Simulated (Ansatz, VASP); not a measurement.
## One calculation of PbS, two programs

Contents of INCAR:

```
PREC = Accurate
ENCUT = 520
EDIFF = 1E-6
ISMEAR = 0
SIGMA = 0.05
LREAL = False
LASPH = True
NELM = 60
ALGO = Normal
ISIF = 2
LWAVE = False
LCHARG = True
GGA = PE
LELF = True
LVHAR = True
NBANDS = 17
```

The input KPOINTS:

```
Automatic mesh
0
Gamma
  10 10 10
```

The input POSCAR:

```
PbS
1.0
    0.0128083774      2.9969965347      3.0010690440
    2.9801116445      0.0071172059      3.0067602155
    2.9688834150      2.9914594767      0.0183454355
Pb S
1 1
Direct
    0.5037303817      0.5089198494      0.5079260500
   -0.0037303817     -0.0089198494     -0.0079260500
```

Input for Ansatz:

```yaml
crystal:
  lattice:
    - [0.0128083774, 2.9969965347, 3.001069044]
    - [2.9801116445, 0.0071172059, 3.0067602155]
    - [2.968883415, 2.9914594767, 0.0183454355]
  atoms:
    - { symbol: Pb, position: [0.5037303817, 0.5089198494, 0.50792605] }
    - { symbol: S, position: [-0.0037303817, -0.0089198494, -0.00792605] }
basis:
  ecutwfc: 420
  ecutrho_ratio: 4
kpoints:
  mp_grid: { grid: [10, 10, 10] }
hamiltonian:
  xc: pbe
scf:
  occupations: { method: gaussian, width: 0.05 }
output:
  forces: true
  stress: true
  eigenvalues: true
```

Change from the starting cell: all atoms moved at random (sigma 0.1 Å), cell strained at random (1 %).

Alike in both runs: task single point; functional PBE; k mesh 10 × 10 × 10; occupations gaussian, width 0.05 eV; no spin polarisation.

```csv
,VASP,Ansatz
version,VASP 6.6.1,Ansatz 0.2.0
potentials or method,"VASP PAW PBE potentials, release 64 (Pb_d, S), cutoff 520 eV","scalar-relativistic, plane waves, PAW"
valence electrons in the cell,20,20
```

Ansatz gave:

```
gap on the k mesh at the Fermi level (eV)                     : 0.48
least direct gap on the mesh (eV)                             : 0.48
pressure (GPa)                                                : 1.4
traceless stress, the component that is largest in VASP (GPa) : 0.79
rms of the force components (eV/Å)                            : 0.048
```

Q: Which values does VASP return?

A: gap on the k mesh at the Fermi level (eV): 0.48; least direct gap on the mesh (eV): 0.48; pressure (GPa): 1.4; traceless stress, the component that is largest in VASP (GPa): 0.79; rms of the force components (eV/Å): 0.049.

Atom by atom the forces differ by 0.001 eV/Å (rms over components).

Neither program's run includes spin-orbit coupling.
